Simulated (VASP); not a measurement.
Wanted: the native input for a VASP 6.6.1 run.

```yaml
Task: single point
Functional: PBE
Potentials_or_basis: VASP PAW PBE potentials, release 64 (Sc_sv, In_d, Sb)
Cutoff: 520 eV
k_mesh: 4 × 4 × 4
Occupations: gaussian, width 0.1 eV
Spin: no spin polarisation
Dipole_correction: no
Further_INCAR_settings: ALGO = Normal; EDIFF = 1e-07; NBANDS = 40
```

The structure of Sc4InSb lies in POSCAR:

```
Sc4InSb
1.0
    0.0000000000      4.1742574142      4.1742574142
    4.1742574142      0.0000000000      4.1742574142
    4.1742574142      4.1742574142      0.0000000000
Sc In Sb
4 1 1
Direct
    0.8759848413      0.3746717196      0.3746717196
    0.3746717196      0.3746717196      0.3746717196
    0.3746717196      0.8759848413      0.3746717196
    0.3746717196      0.3746717196      0.8759848413
    0.0000000000      0.0000000000      0.0000000000
    0.7500000000      0.7500000000      0.7500000000
```

The cell was generated, and may not be a known phase.

The input as run:

INCAR

```
PREC = Accurate
ENCUT = 520
EDIFF = 1E-7
ISMEAR = 0
SIGMA = 0.1
LREAL = F
LASPH = T
NELM = 100
ALGO = Normal
ISIF = 2
LWAVE = F
LCHARG = T
GGA = PE
LELF = T
LVHAR = T
NBANDS = 40
```

KPOINTS

```
regular mesh
0
Gamma
  4 4 4
```

Potentials or basis: VASP PAW PBE potentials, release 64 (Sc_sv, In_d, Sb).

The run is started by

```console
$ cat potpaw_PBE.64/Sc_sv/POTCAR potpaw_PBE.64/In_d/POTCAR potpaw_PBE.64/Sb/POTCAR > POTCAR
$ mpirun -np 1 vasp_std > vasp.out
```

It gave:

The pressure is -0.1 GPa and the largest force is 0.015 eV/Å. The band gap on the k mesh is zero (bands 31 and 32 overlap by 0.58 eV).

Caveat: spin-orbit coupling is left out, which moves the levels of the heavy elements.

Wall time 50 s on 1 thread of Intel(R) Xeon(R) Platinum 8488C (Sapphire Rapids), on a shared host, peak memory 0.33 GiB.
